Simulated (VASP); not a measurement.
LiF, 2 atoms in the cell. Symmetry: C2, No. 5, monoclinic system. Conventional cell: a = 4.773 Å, b = 2.936 Å, c = 2.823 Å, α = 90.00°, β = 123.24°, γ = 90.00°. Li (site symmetry 2) has 6 F at 1.89 to 2.19 Å within 2.5 Å. F (site symmetry 2) has 6 Li at 1.89 to 2.19 Å within 2.5 Å.  This cell differs from its parent crystal: strained and its atoms moved.

- Program: VASP 6.6.1
- Task: single point
- Functional: PBEsol
- Potentials or basis: VASP PAW PBE potentials, release 64 (Li_sv, F)
- Cutoff: 520 eV
- k mesh: 10 × 10 × 10
- Occupations: gaussian, width 0.02 eV
- Spin: no spin polarisation
- Dipole correction: no
- Further INCAR settings: ALGO = Normal; EDIFF = 1e-06; NBANDS = 12

Potentials or basis: VASP PAW PBE potentials, release 64 (Li_sv, F).

Command:

```bash
$ cat potpaw_PBE.64/Li_sv/POTCAR potpaw_PBE.64/F/POTCAR > POTCAR
$ mpirun -np 1 vasp_std > vasp.out
```

Hardware: 1 thread of Intel(R) Xeon(R) Platinum 8375C CPU @ 2.90GHz (Ice Lake), on a shared host.

Question: Estimate the wall time of this run.

Answer: It took 25 s on 1 thread of Intel(R) Xeon(R) Platinum 8375C CPU @ 2.90GHz (Ice Lake), with other jobs on the host, peak memory 0.16 GiB. Counts: scf iterations 12, k points 282.
